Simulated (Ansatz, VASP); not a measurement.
**Two plane-wave programs on ZnS**

The input INCAR:

```
PREC = Accurate
ENCUT = 520
EDIFF = 1E-7
ISMEAR = 0
SIGMA = 0.02
LREAL = False
LASPH = True
NELM = 60
ALGO = Normal
ISIF = 2
LWAVE = False
LCHARG = False
GGA = PS
NBANDS = 16
```

File KPOINTS:

```
regular mesh
0
Gamma
  6 6 6
```

The input POSCAR:

```
ZnS
1.0
    0.0000000000      2.7200133333      2.6663304241
    2.7200133333      0.0000000000      2.6663304241
    2.7200133333      2.7200133333      0.0000000000
Zn S
1 1
Direct
    0.2500000000      0.2500000000      0.2500000000
    0.0000000000      0.0000000000      0.0000000000
```

Input for Ansatz:

```yaml
crystal:
  lattice:
    - [0.0, 2.720013333333333, 2.6663304241042063]
    - [2.720013333333333, 0.0, 2.6663304241042063]
    - [2.720013333333333, 2.720013333333333, 0.0]
  atoms:
    - { symbol: Zn, position: [0.25, 0.25, 0.25] }
    - { symbol: S, position: [0.0, 0.0, 0.0] }
basis:
  ecutwfc: 520.0
kpoints:
  mp_grid:
    grid: [6, 6, 6]
hamiltonian:
  xc: pbesol
scf:
  convergence:
    dr2_threshold: 1.0e-09
  occupations:
    method: gaussian
    width: 0.02
output:
  stress: true
```

Alike in both runs: task single point; functional PBEsol; k mesh 6 × 6 × 6; occupations gaussian, width 0.02 eV; no spin polarisation.

```csv
,VASP,Ansatz
version,VASP 6.6.1,Ansatz 0.2.0
potentials or method,"VASP PAW PBE potentials, release 64 (Zn, S), cutoff 520 eV","plane waves, PAW"
valence electrons in the cell,18,18
```

```csv
,VASP,Ansatz,Ansatz less VASP
pressure (GPa),-1.8,-2.0,-0.21
"traceless stress, the component that is largest in VASP (GPa)",0.55,0.55,+0.006
```

VASP's potentials were made for PBE, not for PBEsol. The functional is the same, so the differences come from potentials, cutoffs and numerics. Ansatz's warnings: stress scf threshold loose.
